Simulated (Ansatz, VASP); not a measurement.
**Two plane-wave programs on CsSnI3**

Contents of INCAR:

```
ALGO = Normal
EDIFF = 1E-7
EDIFFG = -0.02
ENCUT = 520
GGA = PE
IBRION = 2
ISIF = 2
ISMEAR = -1
LASPH = T
LCHARG = F
LREAL = F
LWAVE = F
NELM = 100
NSW = 80
PREC = Accurate
SIGMA = 0.02
```

File KPOINTS:

```
k-points
0
Gamma
  5 5 5
```

Contents of POSCAR:

```
CsSnI3
1.0
    6.2057000000      0.0000000000      0.0000000000
    0.0000000000      6.2057000000      0.0000000000
    0.0000000000      0.0000000000      6.2057000000
Cs Sn I
1 1 3
Direct
    0.0000000000      0.0000000000      0.0000000000
    0.5000000000      0.5000000000      0.5000000000
    0.0000000000      0.5000000000      0.5000000000
    0.5000000000      0.0000000000      0.5000000000
    0.5000000000      0.5000000000      0.0000000000
```

Input for Ansatz:

```yaml
crystal:
  lattice:
    - [6.2057, 0.0, 0.0]
    - [0.0, 6.2057, 0.0]
    - [0.0, 0.0, 6.2057]
  atoms:
    - { symbol: Cs, position: [0.0, 0.0, 0.0] }
    - { symbol: Sn, position: [0.5, 0.5, 0.5] }
    - { symbol: I, position: [0.0, 0.5, 0.5] }
    - { symbol: I, position: [0.5, 0.0, 0.5] }
    - { symbol: I, position: [0.5, 0.5, 0.0] }
kpoints:
  mp_grid: { grid: [5, 5, 5] }
scf:
  occupations: { method: fermi_dirac, width: 0.02 }
hamiltonian:
  xc: pbe
  pseudopotentials: { kind: paw }
output:
  forces: true
  stress: true
  populations: true
  efg:
    quadrupole_moments_barn: { Cs: -0.00343, Sn: -0.132, I: -0.68822 }
    contact_densities: true
relax:
  f_tol: 0.02
  max_steps: 60
```

Alike in both runs: task relaxation of the atoms; functional PBE; k mesh 5 × 5 × 5; occupations fermi-dirac, width 0.02 eV; no spin polarisation.

```csv
,VASP,Ansatz
version,VASP 6.6.1,Ansatz 0.2.0
potentials or method,"VASP PAW PBE potentials, release 64 (Cs_sv, Sn_d, I)","plane-wave PAW, scalar-relativistic"
plane-wave cutoff (eV),520,420
valence electrons in the cell,44,74
```

|  | VASP | Ansatz | Ansatz less VASP |
| --- | --- | --- | --- |
| gap on the k mesh at the Fermi level, each at its own relaxed structure (eV) | 1.75 | 1.75 | +0.004 |

VASP's potentials hold 44 valence electrons a cell and Ansatz's 74, so a difference there can come from the potentials and not from the codes. Ansatz's warnings: stress scf threshold loose.

Spin-orbit coupling is off throughout. Noted on VASP's run: the relaxation stopped at its first step, so nothing moved.
